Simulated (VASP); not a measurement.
# LiCl: single point with PBE

The system is LiCl.

```
CELL_PARAMETERS angstrom
0.00000 2.54212 2.54212
2.54212 0.00000 2.54212
2.54212 2.54212 0.00000
ATOMIC_POSITIONS crystal
Li 0.00000 0.00000 0.00000
Cl 0.50000 0.50000 0.50000
```

```
Program             : VASP 6.6.1
Task                : single point
Functional          : PBE
Potentials or basis : VASP PAW PBE potentials, release 64 (Li_sv, Cl)
Cutoff              : 520 eV
k mesh              : 3 × 4 × 9
Occupations         : gaussian, width 0.1 eV
Spin                : no spin polarisation
```

```yaml
Band_gap_on_the_k_mesh: 6.49 eV, direct
```

Levels at points of the mesh, in eV from the valence-band top:
```tsv
k point	band 1	band 2	band 3	band 4	band 5	band 6	band 7	band 8	band 9	band 10
(0.00, 0.00, 0.00)	-43.49	-13.49	0.00	0.00	0.00	6.49	11.95	11.95	11.96	14.68
(0.00, 0.50, 0.00)	-43.49	-12.89	-2.92	-0.27	-0.27	6.78	9.51	9.51	13.25	17.09
```

It took 18 s on 1 thread of AMD EPYC 7R13 Processor (Zen 3), on a shared host, peak memory 0.13 GiB.

Caveat: the k points lie up to 0.71 Å⁻¹ apart. Expect the measured gap to be larger: semilocal functionals such as PBE lack the derivative discontinuity.
